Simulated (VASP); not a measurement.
# NaF (I4/mmm) in VASP: notebook

NaF is run at these levels: PBEsol; tasks: single point.

Everything below comes from runs of VASP 6.6.1. Logs are shortened: lines on timing, memory, paths and dates and some standing lists are left out, and cuts for length are marked.

**1. The cell of the first run**

It takes space group I4/mmm (No. 139, tetragonal). The conventional cell has a = 3.688 Å, b = 3.688 Å, c = 3.688 Å, α = 90.00°, β = 90.00°, γ = 90.00°. Na (site symmetry 4/mmm) has 2 F at 1.84 Å within 2.4 Å. Within 2.4 Å of F (site symmetry 4/mmm) lie 2 Na at 1.84 Å.

**2. Single point, PBEsol**

Contents of INCAR:

```
PREC = Accurate
ENCUT = 520
EDIFF = 1E-6
ISMEAR = 0
SIGMA = 0.05
LREAL = False
LASPH = True
NELM = 100
ALGO = Normal
ISIF = 2
LWAVE = False
LCHARG = False
GGA = PS
NBANDS = 14
```

Contents of KPOINTS:

```
Automatic mesh
0
Gamma
  10 10 10
```

Contents of POSCAR:

```
NaF
1.0
    0.0000000000      2.6079473600      1.8438187835
    2.6079473600      0.0000000000      1.8438187835
    2.6079473600      2.6079473600      0.0000000000
Na F
1 1
Direct
    0.0000000000      0.0000000000      0.0000000000
    0.5000000000      0.5000000000      0.5000000000
```

Potentials or basis: VASP PAW PBE potentials, release 64 (Na_pv, F).

Started as:

```bash
$ cat potpaw_PBE.64/Na_pv/POTCAR potpaw_PBE.64/F/POTCAR > POTCAR
$ mpirun -np 1 vasp_std > vasp.out
```

OUTCAR:

```text
PREC = Accurate
   ENCUT = 520
   EDIFF = 1E-6
   ISMEAR = 0
   LREAL = False
   LASPH = True
   NELM = 100
   ISIF = 2
   GGA = PS

 ion  position               nearest neighbor table
   1  0.000  0.000  0.000-   2 1.84   2 1.84
   2  0.500  0.500  0.500-   1 1.84   1 1.84

  LATTYP: Found a body centered tetragonal cell.
 ALAT       =     3.6881945265
 C/A-ratio  =     0.9998489886

  Lattice vectors:

 A1 = (   0.0000000000,  -2.6079473600,  -1.8438187835)
 A2 = (   0.0000000000,   2.6079473600,  -1.8438187835)
 A3 = (   2.6079473600,   0.0000000000,   1.8438187835)

Analysis of symmetry for initial positions (statically):
=====================================================================
 Subroutine PRICEL returns:
 Original cell was already a primitive cell.

 Routine SETGRP: Setting up the symmetry group for a
 body centered tetragonal supercell.

 Subroutine GETGRP returns: Found 16 space group operations
 (whereof 16 operations were pure point group operations)
 out of a pool of 16 trial point group operations.

The static configuration has the point symmetry D_4h.

Analysis of symmetry for dynamics (positions and initial velocities):
=====================================================================
 Subroutine PRICEL returns:
 Original cell was already a primitive cell.

 Routine SETGRP: Setting up the symmetry group for a
 body centered tetragonal supercell.

 Subroutine GETGRP returns: Found 16 space group operations
 (whereof 16 operations were pure point group operations)
 out of a pool of 16 trial point group operations.

The dynamic configuration has the point symmetry D_4h.

 Subroutine INISYM returns: Found 16 space group operations
 (whereof 16 operations are pure point group operations),
 and found     1 'primitive' translations

----------------------------------------------------------------------------------------

                                     Primitive cell

  volume of cell :      25.0811

  direct lattice vectors                    reciprocal lattice vectors
     0.000000000  2.607947360  1.843818783    -0.191721661  0.191721661  0.271176324
     2.607947360  0.000000000  1.843818783     0.191721661 -0.191721661  0.271176324
     2.607947360  2.607947360  0.000000000     0.191721661  0.191721661 -0.271176324

  length of vectors
     3.193909382  3.193909382  3.688194526     0.383472280  0.383472280  0.383472280

  position of ions in fractional coordinates (direct lattice)
     0.000000000  0.000000000  0.000000000
     0.500000000  0.500000000  0.500000000

  ion indices of the primitive-cell ions
   primitive index   ion index
                 1           1
                 2           2

----------------------------------------------------------------------------------------

 KPOINTS: Automatic mesh

Automatic generation of k-mesh.
 Grid dimensions read from file:
 generate k-points for:   10   10   10

 Generating k-lattice:

  Cartesian coordinates                     Fractional coordinates (reciprocal lattice)
    -0.019172166  0.019172166  0.027117632     0.100000000  0.000000000  0.000000000
     0.019172166 -0.019172166  0.027117632     0.000000000  0.100000000  0.000000000
     0.019172166  0.019172166 -0.027117632     0.000000000  0.000000000  0.100000000

  Length of vectors
     0.038347228  0.038347228  0.038347228

  Shift w.r.t. Gamma in fractional coordinates (k-lattice)
     0.000000000  0.000000000  0.000000000

 Subroutine IBZKPT returns following result:
 ===========================================

 Found    102 irreducible k-points:

 Following reciprocal coordinates:
            Coordinates               Weight
  0.000000  0.000000  0.000000      1.000000
  0.100000 -0.000000  0.000000      8.000000
  0.200000 -0.000000  0.000000      8.000000
  0.300000  0.000000  0.000000      8.000000
  0.400000 -0.000000  0.000000      8.000000
  0.500000 -0.000000  0.000000      4.000000
[... 16 lines left out ...]
  0.300000  0.300000  0.000000      2.000000
  0.400000  0.300000  0.000000      8.000000
 [... further k-points ...]
   k-points           NKPTS =    102   k-points in BZ     NKDIM =    102   number of bands    NBANDS=     14
   number of dos      NEDOS =    301   number of ions     NIONS =      2
   total plane-waves  NPLWV =  16128
   dimension x,y,z NGX =    24 NGY =   24 NGZ =   28
   dimension x,y,z NGXF=    48 NGYF=   48 NGZF=   56
   ions per type =               1   1
   NGX,Y,Z   is equivalent  to a cutoff of  12.49, 12.49, 12.62 a.u.
   NGXF,Y,Z  is equivalent  to a cutoff of  24.98, 24.98, 25.24 a.u.
 SYSTEM =  unknown system
   PREC   = accura    normal or accurate (medium, high low for compatibility)
   ISTART =      0    job   : 0-new  1-cont  2-samecut
   ICHARG =      2    charge: 1-file 2-atom 10-const
   ISPIN  =      1    spin polarized calculation?
   LNONCOLLINEAR =      F non collinear calculations
   LSORBIT =      F    spin-orbit coupling
   LASPH  =      T    aspherical Exc in radial PAW
   ENCUT  =  520.0 eV  38.22 Ry    6.18 a.u.   5.94  5.94  6.86*2*pi/ulx,y,z
   NELM   =    100;   NELMIN=  2; NELMDL= -5     # of ELM steps
   EDIFF  = 0.1E-05   stopping-criterion for ELM
   LREAL  =      F    real-space projection
   EDIFFG = 0.1E-04   stopping-criterion for IOM
   NSW    =      0    number of steps for IOM
   IBRION =     -1    ionic relax: 0-MD 1-quasi-New 2-CG
   NFREE  =      0    steps in history (QN), initial steepest desc. (CG)
   ISIF   =      2    stress and relaxation
   ISYM   =      2    0-nonsym 1-usesym 2-fastsym
   POTIM  = 0.5000    time-step for ionic-motion
   TEBEG  =    0.0;   TEEND  =   0.0 temperature during run
   PSTRESS=    0.0 pullay stress
   NELECT =      14.0000    total number of electrons
   NUPDOWN=      -1.0000    fix difference up-down
   EMIN   =  10.00;   EMAX   =-10.00  energy-range for DOS
   EFERMI =   0.00;   METHOD = LEGACY
   ISMEAR =     0;   SIGMA  =   0.05  broadening in eV -4-tet -1-fermi 0-gaus
   EFERMI_NEDOS =   21; number of points for ismear=-14 and -15
   IALGO  =     38    algorithm
   IMIX   =      4    mixing-type and parameters
     AMIX     =   0.40;   BMIX     =  1.00
     AMIX_MAG =   1.60;   BMIX_MAG =  1.00
  volume/ion in A,a.u.               =      12.54        84.63
  Fermi-wavevector in a.u.,A,eV,Ry     =   1.347935  2.547227 24.720809  1.816928
  Thomas-Fermi vector in A             =   2.475645
   LORBIT       =      0    0 simple, 1 ext, 2 COOP (PROOUT), +10 PAW based schemes
   GGA     = PS    functional components
   LHFCALC =     F    Hartree Fock is set to
   AEXX    =    0.0000 exact exchange contribution
   IVDW    =     0    specifies the selected vdW correction
   LEPSILON=     F    determine dielectric tensor
   LRPA    =     F    only Hartree local field effects (RPA)
 non-spin polarized calculation
 Gauss-broadening in eV      SIGMA  =   0.05
  energy-cutoff  :      520.00
  volume of cell :       25.08
 maximum number of plane-waves:       687
   NGX = 11   NGY = 11   NGZ = 13

 number of electron      14.0000009 magnetization

 Free energy of the ion-electron system (eV)
  ---------------------------------------------------
  ext. energy  EPLUGINS =         0.00000000
  ---------------------------------------------------
  free energy    TOTEN  =        -7.82737872 eV

  energy without entropy =       -7.82737872  energy(sigma->0) =       -7.82737872

 E-fermi :  -1.7017     XC(G=0):  -9.1137

 val. band max:       -1.9631292851   @ k =   0.0000   0.0000   0.0000
 cond. band min:       3.6643410608   @ k =   0.0000   0.0000   0.0000
 fundamental gap:      5.6274703459
 Fermi energy:        -1.7017490352

 k-point     1 :       0.0000    0.0000    0.0000
  band No.  band energies     occupation
      1     -21.3921      2.00000
      2     -20.7128      2.00000
      3     -20.6160      2.00000
      4     -20.6160      2.00000
      5      -2.2677      2.00000
      6      -2.2676      2.00000
      7      -1.9631      2.00000
      8       3.6643      0.00000
      9      17.0710      0.00000
     10      17.0710      0.00000
     11      17.1360      0.00000
     12      19.3332      0.00000
     13      20.6764      0.00000
     14      22.4007      0.00000

 k-point     2 :       0.1000   -0.0000    0.0000
  band No.  band energies     occupation
      1     -21.6781      2.00000
      2     -20.6233      2.00000
      3     -20.6203      2.00000
      4     -20.3773      2.00000
      5      -2.4024      2.00000
      6      -2.3123      2.00000
      7      -2.0724      2.00000
      8       4.0167      0.00000
      9      16.1965      0.00000
     10      16.8106      0.00000
     11      17.2517      0.00000
     12      18.4750      0.00000
     13      21.8259      0.00000
     14      23.0710      0.00000

 k-point     3 :       0.2000   -0.0000    0.0000
  band No.  band energies     occupation
      1     -22.0798      2.00000
      2     -20.6340      2.00000
      3     -20.6314      2.00000
      4     -19.8524      2.00000
      5      -2.8139      2.00000
      6      -2.4271      2.00000
      7      -2.2381      2.00000
      8       4.9302      0.00000
      9      14.2168      0.00000
     10      16.2286      0.00000
     11      17.6354      0.00000
     12      18.7082      0.00000
     13      21.4981      0.00000
     14      24.6340      0.00000

 k-point     4 :       0.3000    0.0000    0.0000
  band No.  band energies     occupation
      1     -22.3987      2.00000
      2     -20.6476      2.00000
      3     -20.6452      2.00000
      4     -19.3759      2.00000
      5      -3.2980      2.00000
      6      -2.5647      2.00000
      7      -2.3886      2.00000
      8       6.1536      0.00000
      9      12.3662      0.00000
     10      15.7023      0.00000
     11      18.0966      0.00000
     12      19.1769      0.00000
     13      21.0885      0.00000
     14      24.6342      0.00000

 k-point     5 :       0.4000   -0.0000    0.0000
  band No.  band energies     occupation
      1     -22.5983      2.00000
      2     -20.6586      2.00000
      3     -20.6563      2.00000
      4     -19.0440      2.00000
      5      -3.6591      2.00000
      6      -2.6729      2.00000
      7      -2.5011      2.00000
      8       7.4695      0.00000
      9      10.8074      0.00000
     10      15.3632      0.00000
     11      18.4559      0.00000
[... 276 lines left out ...]
 k-point    22 :      -0.2000    0.2000    0.0000
  band No.  band energies     occupation
      1     -21.3876      2.00000
      2     -20.7527      2.00000
      3     -20.6515      2.00000
      4     -20.5475      2.00000
      5      -3.0679      2.00000
      6      -2.5440      2.00000
      7      -2.1758      2.00000
      8       6.1892      0.00000
      9      14.5473      0.00000
     10      15.5348      0.00000
     11      16.7898      0.00000
     12      18.7952      0.00000
     13      19.4605      0.00000
     14      25.1026      0.00000

 k-point    23 :       0.3000    0.3000    0.0000
  band No.  band energies     occupation
      1     -22.5671      2.00000
      2     -20.6827      2.00000
      3     -20.6827      2.00000
      4     -19.0486      2.00000
      5      -3.2640      2.00000
      6      -2.8223      2.00000
      7      -2.8223      2.00000
      8       7.8920      0.00000
      9      10.7079      0.00000
     10      15.1861      0.00000
     11      15.1861      0.00000
     12      21.0554      0.00000
     13      21.5168      0.00000
     14      26.1448      0.00000

 k-point    24 :       0.4000    0.3000    0.0000
  band No.  band energies     occupation
      1     -22.3426      2.00000
      2     -20.6989      2.00000
      3     -20.6984      2.00000
      4     -19.3558      2.00000
      5      -3.1916      2.00000
      6      -2.8986      2.00000
      7      -2.8497      2.00000
      8       9.2573      0.00000
      9       9.9056      0.00000
     10      15.0260      0.00000
     11      15.0739      0.00000
     12      19.6013      0.00000
     13      22.0519      0.00000
     14      26.0827      0.00000

 [... further k-points ...]

------------------------ aborting loop because EDIFF is reached ----------------------------------------

  FORCE on cell =-STRESS in cart. coord.  units (eV):
  Direction    XX          YY          ZZ          XY          YZ          ZX
  --------------------------------------------------------------------------------------
  -------------------------------------------------------------------------------------
  Total       -0.5376720     -0.5376720     10.7768620      0.0000000     -0.0000000      0.0000000
  in kB      -34.3464713    -34.3464713    688.4256301      0.0000000     -0.0000000      0.0000000
  external PRESSURE =     206.5775625 kB  Pullay stress =       0.0000000 kB

 VOLUME and BASIS-vectors are now :
 -----------------------------------------------------------------------------
  energy-cutoff  :      520.00
  volume of cell :       25.08
      direct lattice vectors                 reciprocal lattice vectors
     0.000000000  2.607947360  1.843818783    -0.191721661  0.191721661  0.271176324
     2.607947360  0.000000000  1.843818783     0.191721661 -0.191721661  0.271176324
     2.607947360  2.607947360  0.000000000     0.191721661  0.191721661 -0.271176324

 POSITION                                       TOTAL-FORCE (eV/Angst)
 -----------------------------------------------------------------------------------
      0.00000      0.00000      0.00000        -0.000000     -0.000000     -0.000000
      2.60795      2.60795      1.84382         0.000000      0.000000      0.000000
 -----------------------------------------------------------------------------------
    total drift:                                0.000000     -0.000000      0.000000

  FREE ENERGIE OF THE ION-ELECTRON SYSTEM (eV)
  ---------------------------------------------------
  free  energy   TOTEN  =        -7.8273787249 eV

  energy  without entropy=       -7.8273787249  energy(sigma->0) =       -7.82737872
```

Wall time 11 s (1 thread of Intel Xeon 6975P-C (Granite Rapids), shared host); peak memory 0.16 GiB.

What came out:

- Free energy: -7.8274 eV
- Pressure: 20.7 GPa
- Band gap on the k mesh: 5.63 eV

Caveat: the cell stands under pressure; the PAW data sets were made with another functional, which shifts forces and pressure a little. A k mesh can miss the band edges.

[end of part 1 of 2]
